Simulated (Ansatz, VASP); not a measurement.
Given: the input of a run of Ansatz 0.2.0 on BiP.

input.yaml

```yaml
crystal:
  lattice:
    - [3.8935753781, 0.0, 0.0]
    - [-1.946787689, 3.3719351832, 0.0]
    - [0.0, 0.0, 4.5104456776]
  atoms:
    - { symbol: Bi, position: [0.0, 0.0, 0.5] }
    - { symbol: P, position: [0.0, 0.0, 0.0] }
kpoints:
  mp_grid: { grid: [8, 8, 6] }
scf:
  occupations: { method: fermi_dirac, width: 0.05 }
hamiltonian:
  xc: pbe
  pseudopotentials: { kind: all_electron, lapw: { basis_error: 0.0005 } }
output:
  forces: true
  stress: true
  eigenvalues: true
```

Potentials or basis: all-electron LAPW, scalar-relativistic.

The run is started by

```bash
$ ansatz run input.yaml --threads 1 --pin off --max-ram 3072MiB --backend cpu --events-out ev --progress --plain --runs-dir out
```

Translate it to VASP 6.6.1. Potentials there: VASP PAW PBE potentials, release 64 (Bi_d, P).

As run (the cutoff follows the program's own potentials):

Contents of INCAR:

```
PREC = Accurate ; ENCUT = 500
EDIFF = 1E-6 ; ISMEAR = -1
SIGMA = 0.05 ; LREAL = F
LASPH = T ; NELM = 120
ALGO = Normal ; ISIF = 2
LWAVE = F ; LCHARG = T
GGA = PE ; LELF = T
LVHAR = T ; NBANDS = 17
GGA_COMPAT = F
```

KPOINTS

```
Automatic mesh
0
Gamma
  8 8 6
```

File POSCAR:

```
BiP
1.0
    3.8935753781      0.0000000000      0.0000000000
   -1.9467876890      3.3719351832      0.0000000000
    0.0000000000      0.0000000000      4.5104456776
Bi P
1 1
Direct
    0.0000000000      0.0000000000      0.5000000000
    0.0000000000      0.0000000000      0.0000000000
```

Potentials or basis: VASP PAW PBE potentials, release 64 (Bi_d, P).

Launch:

```console
$ cat potpaw_PBE.64/Bi_d/POTCAR potpaw_PBE.64/P/POTCAR > POTCAR
$ mpirun -np 1 vasp_std > vasp.out
```

Both were run:

|  | VASP | Ansatz | Ansatz less VASP |
| --- | --- | --- | --- |
| gap on the k mesh at the Fermi level (eV) | none | none | - |
| pressure (GPa) | 15.7 | 16.1 | +0.35 |
| traceless stress, the component that is largest in VASP (GPa) | 28.60 | 29.24 | +0.637 |

A gap of «none» marks a metal or a gap that the smearing closes. Ansatz ran all-electron here, and VASP with PAW potentials.

Spin-orbit coupling is off throughout.
